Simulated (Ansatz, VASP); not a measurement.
**Two plane-wave programs on InOs**

```
CELL_PARAMETERS angstrom
3.03810 0.00000 0.00000
-1.51905 2.63107 0.00000
0.00000 0.00000 4.35062
ATOMIC_POSITIONS crystal
In 0.00000 0.00000 0.00000
Os 0.33333 0.66667 0.50000
```

Alike in both runs: task relaxation of cell and atoms; functional PBE; k mesh 24 × 24 × 14; occupations gaussian, width 0.1 eV; no spin polarisation.

```csv
,VASP,Ansatz
version,VASP 6.6.1,Ansatz 0.2.0
potentials or method,"VASP PAW PBE potentials, release 64 (In_d, Os), cutoff 600 eV","scalar-relativistic, plane waves, PAW"
valence electrons in the cell,21,29
```

VASP gave:

* gap on the k mesh at the Fermi level, each at its own relaxed structure (eV): none
* relaxed volume (Å³/atom): 17.38
* relaxed cell length with the largest relative difference (Å): 4.391

**Question.** Estimate Ansatz's values.

**Answer.** gap on the k mesh at the Fermi level, each at its own relaxed structure (eV): none; relaxed volume (Å³/atom): 17.37; relaxed cell length with the largest relative difference (Å): 4.395.

A gap of «none» marks a metal or a gap that the smearing closes. VASP's potentials hold 21 valence electrons a cell and Ansatz's 29, so a difference there can come from the potentials and not from the codes.

Spin-orbit coupling is off throughout.
